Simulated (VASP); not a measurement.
Wanted: the native input for a VASP 6.6.1 run.

- Task: single point
- Functional: PBE
- Potentials or basis: VASP PAW PBE potentials, release 64 (Ti_sv, H)
- Cutoff: 520 eV
- k mesh: 10 × 10 × 1
- Occupations: gaussian, width 0.1 eV
- Spin: no spin polarisation
- Dipole correction: yes
- Further INCAR settings: ALGO = Normal; EDIFF = 1e-06; NBANDS = 26

The structure of Ti3H lies in POSCAR:

```
Ti3H
1.0
    2.8192036097      0.0000000000      0.0000000000
   -0.9397345366      2.6579706533      0.0000000000
    0.0000000000      0.0000000000     19.8263799740
Ti H
3 1
Direct
    0.5000000000      0.5000000000      0.2017514042
    0.0000000000      0.0000000000      0.3111715134
    0.5000000000      0.5000000000      0.4199647129
    1.0000000000      1.0000000000      0.4705838913
```

One way to write it, as run:

INCAR

```
SYSTEM = Ti3H
PREC = Accurate
ENCUT = 520
EDIFF = 1E-6
ISMEAR = 0
SIGMA = 0.1
LREAL = .FALSE.
LASPH = .TRUE.
NELM = 60
ALGO = Normal
ISIF = 2
LWAVE = .FALSE.
LCHARG = .FALSE.
LDIPOL = .TRUE.
IDIPOL = 3
DIPOL = 0.5 0.5 0.351
GGA = PE
NBANDS = 26
```

KPOINTS

```
regular mesh
0
G
  10 10 1
  0 0 0
```

Potentials or basis: VASP PAW PBE potentials, release 64 (Ti_sv, H).

Command:

```sh
$ cat potpaw_PBE.64/Ti_sv/POTCAR potpaw_PBE.64/H/POTCAR > POTCAR
$ mpirun -np 1 vasp_std > vasp.out
```

Results of the run:

```yaml
Largest_force: 0.363 eV/Å
Band_gap_on_the_k_mesh: zero (an odd number of electrons rules out a gap without spin polarisation)
```

Run time: 3 min on 1 thread of Intel(R) Xeon(R) 6975P-C (Granite Rapids), on a shared host, peak memory 0.33 GiB.
